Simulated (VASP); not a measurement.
# ZnSe5 (P6/mmm) in VASP: notebook, part 2 of 3

VASP 6.6.1.

## 4. Single point, PBE

This run uses another cell than the first one, of 26.76 Å³/atom, 1.003 times its volume.

The input, INCAR:

```
SYSTEM = ZnSe5
ALGO     = Normal         ! electronic algorithm
EDIFF    = 1E-7           ! SCF threshold, eV
ENCUT    = 520            ! plane-wave cutoff, eV
GGA      = PE             ! functional
ISIF     = 2              ! what is computed and relaxed
ISMEAR   = 0              ! smearing method
LASPH    = .TRUE.         ! aspherical terms in the spheres
LCHARG   = .FALSE.        ! write CHGCAR
LREAL    = .FALSE.        ! projectors in reciprocal space
LWAVE    = .FALSE.        ! write WAVECAR
NBANDS   = 30             ! bands
NELM     = 80             ! most SCF steps
PREC     = Accurate       ! precision mode
SIGMA    = 0.1            ! smearing width, eV
```

The input, KPOINTS:

```
k-points
0
G
  6 6 10
  0 0 0
```

The input, POSCAR:

```
ZnSe5
1.0
    7.2335237747      0.0000000000      0.0000000000
   -3.6167618874      6.2644153478      0.0000000000
    0.0000000000      0.0000000000      3.5434573980
Zn Se
1 5
Direct
    0.0000000000      0.0000000000      0.0000000000
    0.5000000000      0.0000000000      0.5000000000
    0.5000000000      0.5000000000      0.5000000000
    0.0000000000      0.5000000000      0.5000000000
    0.3333333333      0.6666666667      0.0000000000
    0.6666666667      0.3333333333      0.0000000000
```

Potentials or basis: VASP PAW PBE potentials, release 64 (Zn, Se).

The run is started by

```console
$ cat potpaw_PBE.64/Zn/POTCAR potpaw_PBE.64/Se/POTCAR > POTCAR
$ mpirun -np 1 vasp_std > vasp.out
```

OUTCAR:

```text
SYSTEM = ZnSe5
   EDIFF = 1E-7
   ENCUT = 520
   GGA = PE
   ISIF = 2
   ISMEAR = 0
   LASPH = .TRUE.
   LREAL = .FALSE.
   NELM = 80
   PREC = Accurate

 ion  position               nearest neighbor table
   1  0.000  0.000  0.000-
   2  0.500  0.000  0.500-   5 2.74   6 2.74   5 2.74   6 2.74
   3  0.500  0.500  0.500-   5 2.74   6 2.74   5 2.74   6 2.74
   4  0.000  0.500  0.500-   5 2.74   6 2.74   5 2.74   6 2.74
   5  0.333  0.667  0.000-   4 2.74   4 2.74   2 2.74   2 2.74   3 2.74   3 2.74
   6  0.667  0.333  0.000-   4 2.74   4 2.74   2 2.74   2 2.74   3 2.74   3 2.74

  LATTYP: Found a hexagonal cell.
 ALAT       =     7.2335237747
 C/A-ratio  =     0.4898660056

  Lattice vectors:

 A1 = (   7.2335237747,   0.0000000000,   0.0000000000)
 A2 = (  -3.6167618874,   6.2644153478,   0.0000000000)
 A3 = (   0.0000000000,   0.0000000000,   3.5434573980)

Analysis of symmetry for initial positions (statically):
=====================================================================
 Subroutine PRICEL returns:
 Original cell was already a primitive cell.

 Routine SETGRP: Setting up the symmetry group for a
 hexagonal supercell.

 Subroutine GETGRP returns: Found 24 space group operations
 (whereof 24 operations were pure point group operations)
 out of a pool of 24 trial point group operations.

The static configuration has the point symmetry D_6h.

Analysis of symmetry for dynamics (positions and initial velocities):
=====================================================================
 Subroutine PRICEL returns:
 Original cell was already a primitive cell.

 Routine SETGRP: Setting up the symmetry group for a
 hexagonal supercell.

 Subroutine GETGRP returns: Found 24 space group operations
 (whereof 24 operations were pure point group operations)
[... 123 lines left out ...]
   EMIN   =  10.00;   EMAX   =-10.00  energy-range for DOS
   EFERMI =   0.00;   METHOD = LEGACY
   ISMEAR =     0;   SIGMA  =   0.10  broadening in eV -4-tet -1-fermi 0-gaus
   EFERMI_NEDOS =   21; number of points for ismear=-14 and -15
   IALGO  =     38    algorithm
   IMIX   =      4    mixing-type and parameters
     AMIX     =   0.40;   BMIX     =  1.00
     AMIX_MAG =   1.60;   BMIX_MAG =  1.00
  volume/ion in A,a.u.               =      26.76       180.59
  Fermi-wavevector in a.u.,A,eV,Ry     =   1.046981  1.978507 14.914281  1.096169
  Thomas-Fermi vector in A             =   2.181842
   LORBIT       =      0    0 simple, 1 ext, 2 COOP (PROOUT), +10 PAW based schemes
   GGA     = PE    functional components
   LHFCALC =     F    Hartree Fock is set to
   AEXX    =    0.0000 exact exchange contribution
   IVDW    =     0    specifies the selected vdW correction
   LEPSILON=     F    determine dielectric tensor
   LRPA    =     F    only Hartree local field effects (RPA)
 non-spin polarized calculation
 Gauss-broadening in eV      SIGMA  =   0.10
  energy-cutoff  :      520.00
  volume of cell :      160.57
 maximum number of plane-waves:      4357
 NGX is ok and might be reduce to    54
   NGX = 27   NGY = 27   NGZ = 13

 number of electron      42.0000020 magnetization

 Free energy of the ion-electron system (eV)
  ---------------------------------------------------
  ext. energy  EPLUGINS =         0.00000000
  ---------------------------------------------------
  free energy    TOTEN  =       -16.12472087 eV

  energy without entropy =      -16.10784164  energy(sigma->0) =      -16.11628125

 E-fermi :   2.1821     XC(G=0):  -8.9463

 val. band max:        2.1724002545   @ k =   0.3333  -0.0000   0.4000
 cond. band min:       2.1924853596   @ k =   0.0000   0.0000   0.4000
 fundamental gap:      0.0200851051
 Fermi energy:         2.1821492258

 k-point     1 :       0.0000    0.0000    0.0000
  band No.  band energies     occupation
      1     -13.6444      2.00000
      2     -11.9398      2.00000
      3     -10.7265      2.00000
      4     -10.7265      2.00000
      5      -7.5966      2.00000
      6      -3.2892      2.00000
[... 781 lines left out ...]
     29       6.9363      0.00000
     30       9.4541      0.00000

 [... further k-points ...]
[... 5 lines left out ...]
  --------------------------------------------------------------------------------------
  -------------------------------------------------------------------------------------
  Total       -0.0227003     -0.0227003     -0.0021379      0.0000000      0.0000000      0.0000000
  in kB       -0.2265086     -0.2265086     -0.0213324      0.0000000      0.0000000      0.0000000
  external PRESSURE =      -0.1581166 kB  Pullay stress =       0.0000000 kB

 VOLUME and BASIS-vectors are now :
 -----------------------------------------------------------------------------
  energy-cutoff  :      520.00
  volume of cell :      160.57
      direct lattice vectors                 reciprocal lattice vectors
     7.233523775  0.000000000  0.000000000     0.138245208  0.079815908  0.000000000
    -3.616761887  6.264415348  0.000000000     0.000000000  0.159631816  0.000000000
     0.000000000  0.000000000  3.543457398     0.000000000  0.000000000  0.282210251

 POSITION                                       TOTAL-FORCE (eV/Angst)
 -----------------------------------------------------------------------------------
      0.00000      0.00000      0.00000         0.000000      0.000000      0.000000
      3.61676      0.00000      1.77173         0.000000      0.000000      0.000000
      1.80838      3.13221      1.77173         0.000000      0.000000      0.000000
     -1.80838      3.13221      1.77173         0.000000      0.000000      0.000000
     -0.00000      4.17628      0.00000         0.000000     -0.000000      0.000000
      3.61676      2.08814      0.00000        -0.000000     -0.000000      0.000000
 -----------------------------------------------------------------------------------
    total drift:                                0.000000      0.000000      0.000000

  FREE ENERGIE OF THE ION-ELECTRON SYSTEM (eV)
  ---------------------------------------------------
  free  energy   TOTEN  =       -16.1247208704 eV

  energy  without entropy=      -16.1078416374  energy(sigma->0) =      -16.11628125
```

OSZICAR:

```text
N       E                     dE             d eps       ncg     rms          rms(c)
DAV:   1     0.281048182623E+03    0.28105E+03   -0.17661E+04  2520   0.129E+03
DAV:   2     0.142838927876E+02   -0.26676E+03   -0.25423E+03  2918   0.274E+02
DAV:   3    -0.157641670599E+02   -0.30048E+02   -0.29410E+02  3190   0.931E+01
DAV:   4    -0.164614646301E+02   -0.69730E+00   -0.69335E+00  2796   0.146E+01
DAV:   5    -0.164687000455E+02   -0.72354E-02   -0.72334E-02  3174   0.154E+00    0.809E+00
DAV:   6    -0.161491047243E+02    0.31960E+00   -0.53780E-01  3118   0.477E+00    0.480E+00
DAV:   7    -0.161261594850E+02    0.22945E-01   -0.20573E-01  2892   0.224E+00    0.179E+00
DAV:   8    -0.161247434687E+02    0.14160E-02   -0.15687E-02  2950   0.637E-01    0.298E-01
DAV:   9    -0.161246970071E+02    0.46462E-04   -0.21651E-03  2906   0.293E-01    0.104E-01
DAV:  10    -0.161247000299E+02   -0.30227E-05   -0.38708E-04  2876   0.128E-01    0.390E-02
DAV:  11    -0.161247163487E+02   -0.16319E-04   -0.79099E-05  2874   0.492E-02    0.110E-02
DAV:  12    -0.161247197878E+02   -0.34391E-05   -0.20371E-05  2856   0.231E-02    0.641E-03
DAV:  13    -0.161247207968E+02   -0.10090E-05   -0.23552E-06  2826   0.987E-03    0.322E-03
DAV:  14    -0.161247208704E+02   -0.73519E-07   -0.66183E-07  2936   0.538E-03
   1 F= -.16124721E+02 E0= -.16116281E+02  d E =-.168792E-01
```

stdout:

```text
POSCAR found type information on POSCAR ZnSe
 POSCAR found :  2 types and       6 ions
 scaLAPACK will be used
 LDA part: xc-table for (Slater+PW92), standard interpolation
 POSCAR, INCAR and KPOINTS ok, starting setup
 FFT: planning ... GRIDC
 FFT: planning ... GRID_SOFT
 FFT: planning ... GRID
 WAVECAR not read
 entering main loop
```

Run time: 2 min. Hardware: 1 thread of AMD EPYC 9R45 (Zen 5), shared host; peak memory 0.33 GiB.

Results:

| Quantity | Value |
| --- | --- |
| Free energy | -16.1247 eV |
| Pressure | 0.0 GPa |
| Band gap on the k mesh | zero (band 21 reaches 3.30 eV, above the bottom of band 22 at 1.60 eV) |

Levels at points of the mesh, in eV from the Fermi level:
```tsv
k point	band 17	band 18	band 19	band 20	band 21	band 22	band 23	band 24	band 25	band 26
(0.00, 0.00, 0.00)	-1.72	-1.35	-1.35	-1.15	-0.58	-0.58	-0.49	3.16	3.16	3.34
(0.50, 0.00, 0.00)	-2.30	-0.97	-0.59	-0.54	-0.15	0.97	1.21	1.72	2.13	2.87
(0.00, 0.00, 0.50)	-2.53	-2.01	-1.70	-0.50	-0.50	0.07	0.35	2.34	2.52	2.52
(0.50, 0.00, 0.50)	-1.90	-1.84	-1.22	-0.21	-0.16	0.49	1.36	1.44	1.98	2.85
```

## 5. Relaxation of cell and atoms, PBE

This run uses another cell than the first one, of 26.90 Å³/atom, 1.008 times its volume.

The input, INCAR:

```
SYSTEM = ZnSe5
PREC = Accurate
ENCUT = 600
EDIFF = 1E-6
ISMEAR = 0
SIGMA = 0.1
LREAL = .False.
LASPH = .True.
NELM = 100
ALGO = Normal
ISIF = 3
LWAVE = .False.
LCHARG = .False.
GGA = PE
IBRION = 2
NSW = 90
EDIFFG = -0.04
```

The input, KPOINTS:

```
regular mesh
0
Gamma
  3 3 6
  0 0 0
```

POSCAR: that of step 4 with these lines changed.

```diff
@@ -2,5 +2,5 @@
 1.0
-    7.2335237747      0.0000000000      0.0000000000
-   -3.6167618874      6.2644153478      0.0000000000
-    0.0000000000      0.0000000000      3.5434573980
+    7.2682210265      0.0000000000      0.0000000000
+   -3.6341105133      6.2944640493      0.0000000000
+    0.0000000000      0.0000000000      3.5274537922
 Zn Se
```

The run is started by

```console
$ cat potpaw_PBE.64/Zn/POTCAR potpaw_PBE.64/Se/POTCAR > POTCAR
$ mpirun -np 1 vasp_std > vasp.out
```

Wall time 61 s (1 thread of AMD EPYC 9R45 (Zen 5), shared host); peak memory 0.31 GiB.

Results (log left out):

```yaml
Free_energy: -15.9909 eV
Relaxed_volume: 26.69 Å³/atom
Relaxed_cell: a = 7.253 Å, b = 7.253 Å, c = 3.515 Å, α = 90.00°, β = 90.00°, γ = 120.00°
Space_group_after_relaxing_to_0.05_Å: P6/mmm (No. 191)
Energy_gained_by_relaxing: 0.2 meV/atom
Ionic_steps: 2
Pressure_after_relaxing: 0.0 GPa
Band_gap_on_the_k_mesh: zero (band 21 reaches 3.07 eV, above the bottom of band 22 at 1.60 eV)
```

The path:
| step | energy change (eV) | largest force (eV/Å) | pressure (GPa) | volume (Å³) |
| --- | --- | --- | --- | --- |
| 1 | 0.0000 | 0.0000 | -0.31 | 161.38 |
| 2 | -0.0011 | 0.0000 | 0.05 | 160.15 |

Final structure:
```
Zn Se
1.0
     7.25297    0.00000    0.00000
    -3.62649    6.28126    0.00000
     0.00000    0.00000    3.51529
Zn Se
1 5
Cartesian
  0.0000 0.0000 0.0000
  3.6265 0.0000 1.7576
  1.8132 3.1406 1.7576
  -1.8132 3.1406 1.7576
  0.0000 4.1875 0.0000
  3.6265 2.0938 0.0000
```

Levels at points of the mesh, in eV from the Fermi level:
| k point | band 17 | band 18 | band 19 | band 20 | band 21 | band 22 | band 23 | band 24 | band 25 |
| --- | --- | --- | --- | --- | --- | --- | --- | --- | --- |
| (0.00, 0.00, 0.00) | -1.64 | -1.30 | -1.30 | -1.04 | -0.51 | -0.50 | -0.50 | 3.26 | 3.27 |
| (0.00, 0.00, 0.50) | -2.52 | -2.05 | -1.70 | -0.50 | -0.50 | 0.08 | 0.38 | 2.33 | 2.53 |

[end of part 2 of 3]
